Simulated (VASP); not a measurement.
# InPd (Pm-3m) in VASP: notebook, part 2 of 2

VASP 6.6.1. The steps go on from the part before.

## Step 6: Single point, PBE (volume scaled by 1.06)

File INCAR:

```
PREC     = Accurate       # precision mode
ENCUT    = 520            # plane-wave cutoff, eV
EDIFF    = 1E-6           # SCF threshold, eV
ISMEAR   = 0              # smearing method
SIGMA    = 0.1            # smearing width, eV
LREAL    = F              # projectors in reciprocal space
LASPH    = T              # aspherical terms in the spheres
NELM     = 80             # most SCF steps
ALGO     = Normal         # electronic algorithm
ISIF     = 2              # what is computed and relaxed
LWAVE    = F              # write WAVECAR
LCHARG   = F              # write CHGCAR
GGA      = PE             # functional
NBANDS   = 18             # bands
```

File KPOINTS:

```
regular mesh
0
Gamma
  14 14 14
```

File POSCAR:

```
InPd
1.0
    3.3700891440      0.0000000000      0.0000000000
    0.0000000000      3.3700891440      0.0000000000
    0.0000000000      0.0000000000      3.3700891440
In Pd
1 1
Direct
    0.0000000000      0.0000000000      0.0000000000
    0.5000000000      0.5000000000      0.5000000000
```

Potentials or basis: VASP PAW PBE potentials, release 64 (In_d, Pd).

On the command line:

```console
$ cat potpaw_PBE.64/In_d/POTCAR potpaw_PBE.64/Pd/POTCAR > POTCAR
$ mpirun -np 1 vasp_std > vasp.out
```

OUTCAR:

```text
PREC = Accurate
   ENCUT = 520
   EDIFF = 1E-6
   ISMEAR = 0
   LREAL = F
   LASPH = T
   NELM = 80
   ISIF = 2
   GGA = PE

 ion  position               nearest neighbor table
   1  0.000  0.000  0.000-   2 2.92   2 2.92   2 2.92   2 2.92   2 2.92   2 2.92   2 2.92   2 2.92

   2  0.500  0.500  0.500-   1 2.92   1 2.92   1 2.92   1 2.92   1 2.92   1 2.92   1 2.92   1 2.92

  LATTYP: Found a simple cubic cell.
 ALAT       =     3.3700891440

  Lattice vectors:

 A1 = (   3.3700891440,   0.0000000000,   0.0000000000)
 A2 = (   0.0000000000,   3.3700891440,   0.0000000000)
 A3 = (   0.0000000000,   0.0000000000,   3.3700891440)

Analysis of symmetry for initial positions (statically):
=====================================================================
 Subroutine PRICEL returns:
 Original cell was already a primitive cell.

 Routine SETGRP: Setting up the symmetry group for a
 simple cubic supercell.

 Subroutine GETGRP returns: Found 48 space group operations
 (whereof 48 operations were pure point group operations)
 out of a pool of 48 trial point group operations.

The static configuration has the point symmetry O_h .

Analysis of symmetry for dynamics (positions and initial velocities):
=====================================================================
 Subroutine PRICEL returns:
 Original cell was already a primitive cell.

 Routine SETGRP: Setting up the symmetry group for a
 simple cubic supercell.

 Subroutine GETGRP returns: Found 48 space group operations
 (whereof 48 operations were pure point group operations)
 out of a pool of 48 trial point group operations.

The dynamic configuration has the point symmetry O_h .

 Subroutine INISYM returns: Found 48 space group operations
 (whereof 48 operations are pure point group operations),
 and found     1 'primitive' translations

[... 106 lines left out ...]
   NUPDOWN=      -1.0000    fix difference up-down
   EMIN   =  10.00;   EMAX   =-10.00  energy-range for DOS
   EFERMI =   0.00;   METHOD = LEGACY
   ISMEAR =     0;   SIGMA  =   0.10  broadening in eV -4-tet -1-fermi 0-gaus
   EFERMI_NEDOS =   21; number of points for ismear=-14 and -15
   IALGO  =     38    algorithm
   IMIX   =      4    mixing-type and parameters
     AMIX     =   0.40;   BMIX     =  1.00
     AMIX_MAG =   1.60;   BMIX_MAG =  1.00
  volume/ion in A,a.u.               =      19.14       129.15
  Fermi-wavevector in a.u.,A,eV,Ry     =   1.381474  2.610607 25.966317  1.908470
  Thomas-Fermi vector in A             =   2.506255
   LORBIT       =      0    0 simple, 1 ext, 2 COOP (PROOUT), +10 PAW based schemes
   GGA     = PE    functional components
   LHFCALC =     F    Hartree Fock is set to
   AEXX    =    0.0000 exact exchange contribution
   IVDW    =     0    specifies the selected vdW correction
   LEPSILON=     F    determine dielectric tensor
   LRPA    =     F    only Hartree local field effects (RPA)
 non-spin polarized calculation
 Gauss-broadening in eV      SIGMA  =   0.10
  energy-cutoff  :      520.00
  volume of cell :       38.28
 maximum number of plane-waves:      1064
 NGX is ok and might be reduce to    28
   NGX = 13   NGY = 13   NGZ = 13

 number of electron      22.9999996 magnetization

 Free energy of the ion-electron system (eV)
  ---------------------------------------------------
  ext. energy  EPLUGINS =         0.00000000
  ---------------------------------------------------
  free energy    TOTEN  =        -8.71131004 eV

  energy without entropy =       -8.70652628  energy(sigma->0) =       -8.70891816

 E-fermi :   9.1578     XC(G=0): -11.7343

 val. band max:        9.1457808925   @ k =   0.3571   0.2857   0.0714
 cond. band min:       9.1695724166   @ k =   0.3571   0.2143   0.1429
 fundamental gap:      0.0237915242
 Fermi energy:         9.1578391682

 k-point     1 :       0.0000    0.0000    0.0000
  band No.  band energies     occupation
      1      -5.5664      2.00000
      2      -5.5664      2.00000
      3      -5.2519      2.00000
      4      -5.2519      2.00000
      5      -5.2519      2.00000
      6      -0.1772      2.00000
[... 481 lines left out ...]
      5      -5.2792      2.00000
      6       2.1874      2.00000
[... 10 lines left out ...]
     17      21.6715      0.00000
     18      21.7354      0.00000

 [... further k-points ...]
[... 5 lines left out ...]
  --------------------------------------------------------------------------------------
  -------------------------------------------------------------------------------------
  Total       -1.2964646     -1.2964646     -1.2964646      0.0000000      0.0000000     -0.0000000
  in kB      -54.2684057    -54.2684057    -54.2684057      0.0000000      0.0000000     -0.0000000
  external PRESSURE =     -54.2684057 kB  Pullay stress =       0.0000000 kB

 VOLUME and BASIS-vectors are now :
 -----------------------------------------------------------------------------
  energy-cutoff  :      520.00
  volume of cell :       38.28
      direct lattice vectors                 reciprocal lattice vectors
     3.370089144  0.000000000  0.000000000     0.296728056  0.000000000  0.000000000
     0.000000000  3.370089144  0.000000000     0.000000000  0.296728056  0.000000000
     0.000000000  0.000000000  3.370089144     0.000000000  0.000000000  0.296728056

 POSITION                                       TOTAL-FORCE (eV/Angst)
 -----------------------------------------------------------------------------------
      0.00000      0.00000      0.00000         0.000000      0.000000      0.000000
      1.68504      1.68504      1.68504         0.000000      0.000000      0.000000
 -----------------------------------------------------------------------------------
    total drift:                                0.000000      0.000000      0.000000

  FREE ENERGIE OF THE ION-ELECTRON SYSTEM (eV)
  ---------------------------------------------------
  free  energy   TOTEN  =        -8.7113100436 eV

  energy  without entropy=       -8.7065262768  energy(sigma->0) =       -8.70891816
```

stdout:

```text
POSCAR found type information on POSCAR InPd
 POSCAR found :  2 types and       2 ions
 scaLAPACK will be used
 LDA part: xc-table for (Slater+PW92), standard interpolation
 POSCAR, INCAR and KPOINTS ok, starting setup
 FFT: planning ... GRIDC
 FFT: planning ... GRID_SOFT
 FFT: planning ... GRID
 WAVECAR not read
 entering main loop
```

Run time: 99 s. Hardware: 1 thread of Intel Xeon 8259CL, shared host; peak memory 0.22 GiB.

What came out:

| Property | Result |
| --- | --- |
| Free energy | -8.7113 eV |
| Pressure | -5.4 GPa |

Caveat: spin-orbit coupling is left out, which moves the levels of the heavy elements.

## Step 7: Single point, PBE (volume scaled by 1.10)

File INCAR:

```
PREC = Accurate
ENCUT = 520
EDIFF = 1E-6
ISMEAR = 0
SIGMA = 0.1
LREAL = F
LASPH = T
NELM = 60
ALGO = Fast
ISIF = 2
LWAVE = F
LCHARG = F
GGA = PE
NBANDS = 18
```

KPOINTS is that of step 6.

File POSCAR:

```
InPd
1.0
    3.4119578865      0.0000000000      0.0000000000
    0.0000000000      3.4119578865      0.0000000000
    0.0000000000      0.0000000000      3.4119578865
In Pd
1 1
Direct
    0.0000000000      0.0000000000      0.0000000000
    0.5000000000      0.5000000000      0.5000000000
```

On the command line:

```console
$ cat potpaw_PBE.64/In_d/POTCAR potpaw_PBE.64/Pd/POTCAR > POTCAR
$ mpirun -np 1 vasp_std > vasp.out
```

Wall time 2.2 min (1 thread of Intel Xeon 8259CL, shared host); peak memory 0.22 GiB.

It converged, with:

```yaml
Free_energy: -8.6514 eV
Pressure: -8.0 GPa
```

Levels at points of the mesh, in eV from the Fermi level:
```csv
k point,band 8,band 9,band 10,band 11,band 12,band 13,band 14,band 15
"(0.00, 0.00, 0.00)",-3.21,-1.96,-1.96,-1.96,4.06,4.06,4.06,7.93
"(0.50, 0.00, 0.00)",-3.15,-2.74,-2.74,-2.00,-0.99,8.58,8.58,9.52
"(0.50, 0.50, 0.00)",-2.31,-2.31,-1.81,-1.81,-1.48,0.93,2.15,8.65
"(0.50, 0.50, 0.50)",-4.08,-1.45,-1.45,-0.53,3.70,3.70,3.70,3.97
```

Caveat: spin-orbit coupling is left out, which moves the levels of the heavy elements.

## Step 8: Overview

```csv
cell,gap on the mesh (eV),pressure (GPa)
"a = 3.203 Å, 2 atoms",none,14.0
"a = 3.238 Å, 2 atoms",none,8.3
"a = 3.272 Å, 2 atoms",none,3.7
"a = 3.338 Å, 2 atoms",none,-3.0
"a = 3.370 Å, 2 atoms",none,-5.4
"a = 3.412 Å, 2 atoms",none,-8.0
```

Alike in all rows: task single point; level PBE; potentials or basis VASP PAW PBE potentials, release 64 (In_d, Pd); no spin polarisation; k mesh 14 × 14 × 14; cutoff (eV) 520; smearing gaussian 0.1 eV.

Caveats: spin-orbit coupling is left out, which moves the levels of the heavy elements.

Absolute energies hang on the potentials; compare differences alone.
